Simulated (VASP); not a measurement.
Ge4S: single point with PBE

The system is Ge4S, a slab with vacuum.

```
Ge S
1.0
     4.07405    0.00000    0.00000
     0.00000    4.07405    0.00000
     0.00000    0.00000   19.85576
Ge S
4 1
Cartesian
  0.0000 2.0370 4.0000
  0.0000 0.0000 5.4404
  2.0370 0.0000 6.9369
  2.0370 2.0370 8.3558
  3.5648 3.5648 9.1301
```

| Quantity | Value |
| --- | --- |
| Program | VASP 6.6.1 |
| Task | single point |
| Functional | PBE |
| Potentials or basis | VASP PAW PBE potentials, release 64 (Ge_d, S) |
| Cutoff | 520 eV |
| k mesh | 7 × 7 × 1 |
| Occupations | gaussian, width 0.1 eV |
| Spin | no spin polarisation |
| Dipole correction | yes |
| Further INCAR settings | ALGO = Normal; EDIFF = 1e-06; NBANDS = 39 |

| Quantity | Value |
| --- | --- |
| Largest force | 1.446 eV/Å |
| Band gap on the k mesh | zero (bands 31 and 32 overlap by 0.43 eV) |

Forces on the atoms (eV/Å):
```
Ge   0.114  0.030  0.106
Ge  -0.451  0.239 -0.208
Ge   0.417 -0.155 -0.974
Ge  -0.423  0.866  1.078
S    0.344 -0.980 -0.003
```

Levels at points of the mesh, in eV from the Fermi level:
```
           k point  band 29  band 30  band 31  band 32  band 33  band 34
(0.00, 0.00, 0.00)    -1.31    -1.08     0.01     0.78     1.63     1.96
```

It took 5 min on 1 thread of AMD EPYC 9R14 (Zen 4), on a shared host, peak memory 0.47 GiB.
